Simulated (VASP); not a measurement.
# MoS2 (R3m) in VASP: further runs, part 2 of 2

VASP 6.6.1. The steps go on from the part before.

## (3) Single point, PBE (zz strain of -1 %)

INCAR reads:

```
SYSTEM = MoS2
  ALGO = Normal
  EDIFF = 1E-6
  ENCUT = 520
  GGA = PE
  ISIF = 2
  ISMEAR = -1
  LASPH = .TRUE.
  LCHARG = .FALSE.
  LREAL = .FALSE.
  LWAVE = .FALSE.
  NBANDS = 20
  NELM = 100
  PREC = Accurate
  SIGMA = 0.05
```

KPOINTS reads:

```
k-points
0
G
  13 13 13
  0 0 0
```

POSCAR reads:

```
MoS2
1.0
    1.5815003568      0.9130796567      6.0620967000
   -1.5815003568      0.9130796567      6.0620967000
    0.0000000000     -1.8261593134      6.0620967000
Mo S
1 2
Direct
    0.0000000000      0.0000000000      0.0000000000
    0.7484000000      0.7484000000      0.7484000000
    0.5849000000      0.5849000000      0.5849000000
```

Potentials or basis: VASP PAW PBE potentials, release 64 (Mo_sv, S).

Launch:

```bash
> cat potpaw_PBE.64/Mo_sv/POTCAR potpaw_PBE.64/S/POTCAR > POTCAR
> mpirun -np 1 vasp_std > vasp.out
```

OUTCAR:

```text
SYSTEM = MoS2
   EDIFF = 1E-6
   ENCUT = 520
   GGA = PE
   ISIF = 2
   ISMEAR = -1
   LASPH = .TRUE.
   LREAL = .FALSE.
   NELM = 100
   PREC = Accurate

 ion  position               nearest neighbor table
   1  0.000  0.000  0.000-   2 2.35   2 2.35   2 2.35   3 2.36   3 2.36   3 2.36
   2  0.748  0.748  0.748-   1 2.35   1 2.35   1 2.35
   3  0.585  0.585  0.585-   1 2.36   1 2.36   1 2.36

  LATTYP: Found a trigonal (rhomboedric) cell.
 ALAT       =     6.3311826887
 COS(alpha) =     0.8752045092

  Lattice vectors:

 A1 = (   1.5815003568,   0.9130796567,   6.0620967000)
 A2 = (  -1.5815003568,   0.9130796567,   6.0620967000)
 A3 = (   0.0000000000,  -1.8261593134,   6.0620967000)

Analysis of symmetry for initial positions (statically):
=====================================================================
 Subroutine PRICEL returns:
 Original cell was already a primitive cell.

 Routine SETGRP: Setting up the symmetry group for a
 trigonal (rhombohedral) supercell.

 Subroutine GETGRP returns: Found  6 space group operations
 (whereof  6 operations were pure point group operations)
 out of a pool of 12 trial point group operations.

The static configuration has the point symmetry C_3v.

Analysis of symmetry for dynamics (positions and initial velocities):
=====================================================================
 Subroutine PRICEL returns:
 Original cell was already a primitive cell.

 Routine SETGRP: Setting up the symmetry group for a
 trigonal (rhombohedral) supercell.

 Subroutine GETGRP returns: Found  6 space group operations
 (whereof  6 operations were pure point group operations)
 out of a pool of 12 trial point group operations.

The dynamic configuration has the point symmetry C_3v.

 Subroutine INISYM returns: Found  6 space group operations
 (whereof  6 operations are pure point group operations),
 and found     1 'primitive' translations

----------------------------------------------------------------------------------------

                                     Primitive cell

  volume of cell :      52.5233

  direct lattice vectors                    reciprocal lattice vectors
     1.581500357  0.913079657  6.062096700     0.316155477  0.182532450  0.054986476
    -1.581500357  0.913079657  6.062096700    -0.316155477  0.182532450  0.054986476
     0.000000000 -1.826159313  6.062096700     0.000000000 -0.365064900  0.054986476

  length of vectors
     6.331182689  6.331182689  6.331182689     0.369182737  0.369182737  0.369182737

  position of ions in fractional coordinates (direct lattice)
     0.000000000  0.000000000  0.000000000
     0.748400000  0.748400000  0.748400000
     0.584900000  0.584900000  0.584900000

  ion indices of the primitive-cell ions
   primitive index   ion index
                 1           1
                 2           2
                 3           3

----------------------------------------------------------------------------------------

 KPOINTS: k-points

Automatic generation of k-mesh.
 Grid dimensions read from file:
 generate k-points for:   13   13   13

 Generating k-lattice:

  Cartesian coordinates                     Fractional coordinates (reciprocal lattice)
     0.024319652  0.014040958  0.004229729     0.076923077  0.000000000  0.000000000
    -0.024319652  0.014040958  0.004229729     0.000000000  0.076923077  0.000000000
     0.000000000 -0.028081915  0.004229729     0.000000000  0.000000000  0.076923077

  Length of vectors
     0.028398672  0.028398672  0.028398672

  Shift w.r.t. Gamma in fractional coordinates (k-lattice)
     0.000000000  0.000000000  0.000000000

 Subroutine IBZKPT returns following result:
 ===========================================

 Found    231 irreducible k-points:

 Following reciprocal coordinates:
            Coordinates               Weight
  0.000000  0.000000  0.000000      1.000000
  0.076923 -0.000000 -0.000000      6.000000
  0.153846  0.000000  0.000000      6.000000
  0.230769  0.000000 -0.000000      6.000000
  0.307692  0.000000  0.000000      6.000000
  0.384615  0.000000  0.000000      6.000000
[... 16 lines left out ...]
  0.384615  0.153846 -0.000000     12.000000
  0.461538  0.153846  0.000000     12.000000
 [... further k-points ...]
   k-points           NKPTS =    231   k-points in BZ     NKDIM =    231   number of bands    NBANDS=     20
   number of dos      NEDOS =    301   number of ions     NIONS =      3
   total plane-waves  NPLWV = 110592
   dimension x,y,z NGX =    48 NGY =   48 NGZ =   48
   dimension x,y,z NGXF=    96 NGYF=   96 NGZF=   96
   ions per type =               1   2
   NGX,Y,Z   is equivalent  to a cutoff of  12.60, 12.60, 12.60 a.u.
   NGXF,Y,Z  is equivalent  to a cutoff of  25.21, 25.21, 25.21 a.u.
 SYSTEM =  MoS2
   PREC   = accura    normal or accurate (medium, high low for compatibility)
   ISTART =      0    job   : 0-new  1-cont  2-samecut
   ICHARG =      2    charge: 1-file 2-atom 10-const
   ISPIN  =      1    spin polarized calculation?
   LNONCOLLINEAR =      F non collinear calculations
   LSORBIT =      F    spin-orbit coupling
   LASPH  =      T    aspherical Exc in radial PAW
   ENCUT  =  520.0 eV  38.22 Ry    6.18 a.u.  11.77 11.77 11.77*2*pi/ulx,y,z
   NELM   =    100;   NELMIN=  2; NELMDL= -5     # of ELM steps
   EDIFF  = 0.1E-05   stopping-criterion for ELM
   LREAL  =      F    real-space projection
   EDIFFG = 0.1E-04   stopping-criterion for IOM
   NSW    =      0    number of steps for IOM
   IBRION =     -1    ionic relax: 0-MD 1-quasi-New 2-CG
   NFREE  =      0    steps in history (QN), initial steepest desc. (CG)
   ISIF   =      2    stress and relaxation
   ISYM   =      2    0-nonsym 1-usesym 2-fastsym
   POTIM  = 0.5000    time-step for ionic-motion
   TEBEG  =    0.0;   TEEND  =   0.0 temperature during run
   PSTRESS=    0.0 pullay stress
   NELECT =      26.0000    total number of electrons
   NUPDOWN=      -1.0000    fix difference up-down
   EMIN   =  10.00;   EMAX   =-10.00  energy-range for DOS
   EFERMI =   0.00;   METHOD = LEGACY
   ISMEAR =    -1;   SIGMA  =   0.05  broadening in eV -4-tet -1-fermi 0-gaus
   EFERMI_NEDOS =   21; number of points for ismear=-14 and -15
   IALGO  =     38    algorithm
   IMIX   =      4    mixing-type and parameters
     AMIX     =   0.40;   BMIX     =  1.00
     AMIX_MAG =   1.60;   BMIX_MAG =  1.00
  volume/ion in A,a.u.               =      17.51       118.15
  Fermi-wavevector in a.u.,A,eV,Ry     =   1.295036  2.447264 22.818588  1.677119
  Thomas-Fermi vector in A             =   2.426581
   LORBIT       =      0    0 simple, 1 ext, 2 COOP (PROOUT), +10 PAW based schemes
   GGA     = PE    functional components
   LHFCALC =     F    Hartree Fock is set to
   AEXX    =    0.0000 exact exchange contribution
   IVDW    =     0    specifies the selected vdW correction
   LEPSILON=     F    determine dielectric tensor
   LRPA    =     F    only Hartree local field effects (RPA)
 non-spin polarized calculation
  energy-cutoff  :      520.00
  volume of cell :       52.52
 maximum number of plane-waves:      1430
   NGX = 23   NGY = 23   NGZ = 23

 number of electron      26.0000002 magnetization

 Free energy of the ion-electron system (eV)
  ---------------------------------------------------
  ext. energy  EPLUGINS =         0.00000000
  ---------------------------------------------------
  free energy    TOTEN  =       -21.67210068 eV

  energy without entropy =      -21.67208201  energy(sigma->0) =      -21.67209134

 E-fermi :   8.2612     XC(G=0): -10.8492

 val. band max:        8.0232210675   @ k =   0.4615   0.4615   0.4615
 cond. band min:       8.6512124245   @ k =  -0.3077   0.3077   0.0000
 fundamental gap:      0.6279913570
 Fermi energy:         8.2611964047

 k-point     1 :       0.0000    0.0000    0.0000
  band No.  band energies     occupation
      1     -53.7431      2.00000
      2     -27.9235      2.00000
      3     -27.7142      2.00000
      4     -27.7142      2.00000
      5      -7.4778      2.00000
      6      -5.5612      2.00000
[... 12 lines left out ...]
     19      15.9977      0.00000
     20      16.3236      0.00000

 k-point     2 :       0.0769   -0.0000   -0.0000
  band No.  band energies     occupation
      1     -53.7407      2.00000
      2     -27.9186      2.00000
      3     -27.7390      2.00000
      4     -27.7198      2.00000
      5      -7.3838      2.00000
      6      -5.5390      2.00000
[... 498 lines left out ...]
 k-point    24 :       0.4615    0.1538    0.0000
  band No.  band energies     occupation
      1     -53.7032      2.00000
      2     -28.0674      2.00000
      3     -27.8475      2.00000
      4     -27.8419      2.00000
      5      -5.6249      2.00000
      6      -5.1387      2.00000
[... 12 lines left out ...]
     19      15.8598      0.00000
     20      16.4502      0.00000

 [... further k-points ...]
[... 5 lines left out ...]
  --------------------------------------------------------------------------------------
  -------------------------------------------------------------------------------------
  Total        2.6398631      2.6398631      5.5507064      0.0000000      0.0000000     -0.0000000
  in kB       80.5267032     80.5267032    169.3194191      0.0000000      0.0000000     -0.0000000
  external PRESSURE =     110.1242752 kB  Pullay stress =       0.0000000 kB

 VOLUME and BASIS-vectors are now :
 -----------------------------------------------------------------------------
  energy-cutoff  :      520.00
  volume of cell :       52.52
      direct lattice vectors                 reciprocal lattice vectors
     1.581500357  0.913079657  6.062096700     0.316155477  0.182532450  0.054986476
    -1.581500357  0.913079657  6.062096700    -0.316155477  0.182532450  0.054986476
     0.000000000 -1.826159313  6.062096700     0.000000000 -0.365064900  0.054986476

 POSITION                                       TOTAL-FORCE (eV/Angst)
 -----------------------------------------------------------------------------------
      0.00000      0.00000      0.00000         0.000000     -0.000000     -0.002746
      0.00000      0.00000     13.61062         0.000000      0.000000      1.599983
      0.00000      0.00000     10.63716         0.000000      0.000000     -1.597237
 -----------------------------------------------------------------------------------
    total drift:                                0.000000      0.000000     -0.000067

  FREE ENERGIE OF THE ION-ELECTRON SYSTEM (eV)
  ---------------------------------------------------
  free  energy   TOTEN  =       -21.6721006825 eV

  energy  without entropy=      -21.6720820067  energy(sigma->0) =      -21.67209134
```

stdout:

```text
POSCAR found type information on POSCAR MoS
 POSCAR found :  2 types and       3 ions
 scaLAPACK will be used
 LDA part: xc-table for (Slater+PW92), standard interpolation
 POSCAR, INCAR and KPOINTS ok, starting setup
 FFT: planning ... GRIDC
 FFT: planning ... GRID_SOFT
 FFT: planning ... GRID
 WAVECAR not read
 entering main loop
```

Run time: 5.2 min. Hardware: 1 thread of Intel Xeon 6975P-C (Granite Rapids), shared host; peak memory 0.46 GiB.

What came out:

```
Free energy            : -21.6721 eV
Pressure               : 11.0 GPa
Largest force          : 1.600 eV/Å
Band gap on the k mesh : 0.63 eV, indirect (least direct gap 1.79 eV)
```

Forces in eV/Å, atoms in the order of the input:
```
Mo   0.000  0.000 -0.003
S    0.000  0.000  1.600
S    0.000  0.000 -1.597
```

Caveat: the cell differs from its parent crystal (zz strain of -1 %); forces of over 1 eV/Å act on the atoms, so gaps and moduli don't describe the material at rest. A k mesh can miss the band edges.

## (4) Single point, PBE (zz strain of +2 %)

INCAR reads:

```
SYSTEM = MoS2
PREC     = Accurate       ! precision mode
ENCUT    = 520            ! plane-wave cutoff, eV
EDIFF    = 1E-6           ! SCF threshold, eV
ISMEAR   = -1             ! smearing method
SIGMA    = 0.05           ! smearing width, eV
LREAL    = .FALSE.        ! projectors in reciprocal space
LASPH    = .TRUE.         ! aspherical terms in the spheres
NELM     = 100            ! most SCF steps
ALGO     = Normal         ! electronic algorithm
ISIF     = 2              ! what is computed and relaxed
LWAVE    = .FALSE.        ! write WAVECAR
LCHARG   = .TRUE.         ! write CHGCAR
GGA      = PE             ! functional
LELF     = .TRUE.         ! ELF
LVHAR    = .TRUE.       
NBANDS   = 20             ! bands
```

KPOINTS reads:

```
Automatic mesh
0
G
  13 13 13
  0 0 0
```

POSCAR reads:

```
MoS2
1.0
    1.5815003568      0.9130796567      6.2457966000
   -1.5815003568      0.9130796567      6.2457966000
    0.0000000000     -1.8261593134      6.2457966000
Mo S
1 2
Direct
    0.0000000000      0.0000000000      0.0000000000
    0.7484000000      0.7484000000      0.7484000000
    0.5849000000      0.5849000000      0.5849000000
```

Launch:

```bash
> cat potpaw_PBE.64/Mo_sv/POTCAR potpaw_PBE.64/S/POTCAR > POTCAR
> mpirun -np 1 vasp_std > vasp.out
```

It took 5.7 min on 1 thread of Intel Xeon 6975P-C (Granite Rapids), shared host; peak memory 0.47 GiB.

It converged, with:

```
Free energy            : -21.7941 eV
Pressure               : 5.6 GPa
Largest force          : 0.652 eV/Å
Band gap on the k mesh : 1.02 eV, indirect (least direct gap 1.85 eV)
```

Forces on the atoms (eV/Å):
```
Mo   0.000  0.000 -0.003
S    0.000  0.000  0.652
S    0.000  0.000 -0.650
```

Stress tensor (GPa, compression positive):
```
4.50 0.00 0.00
0.00 4.50 0.00
0.00 0.00 7.70
```

Levels at points of the mesh, in eV from the valence-band top:
| k point | band 10 | band 11 | band 12 | band 13 | band 14 | band 15 | band 16 | band 17 |
| --- | --- | --- | --- | --- | --- | --- | --- | --- |
| (0.00, 0.00, 0.00) | -2.34 | -2.34 | -1.34 | -1.08 | 2.08 | 2.08 | 2.49 | 2.49 |

Caveat: the cell differs from its parent crystal (zz strain of +2 %). A k mesh can miss the band edges.

## (5) Overview

| cell | gap on the mesh (eV) | pressure (GPa) | largest force (eV/Å) |
| --- | --- | --- | --- |
| a = 6.214 Å, angles 29.5°, 3 atoms | 0.34 | 15.1 | 2.29 |
| a = 6.331 Å, angles 28.9°, 3 atoms | 0.63 | 11.0 | 1.60 |
| a = 6.507 Å, angles 28.1°, 3 atoms | 1.02 | 5.6 | 0.65 |

Alike in all rows: task single point; level PBE; potentials or basis VASP PAW PBE potentials, release 64 (Mo_sv, S); no spin polarisation; k mesh 13 × 13 × 13; cutoff (eV) 520; smearing fermi-dirac 0.05 eV.

Caveats: forces of over 1 eV/Å act on the atoms, so gaps and moduli don't describe the material at rest (some runs).

Total energies depend on the potentials used, so only differences within one code and one set of settings carry meaning.
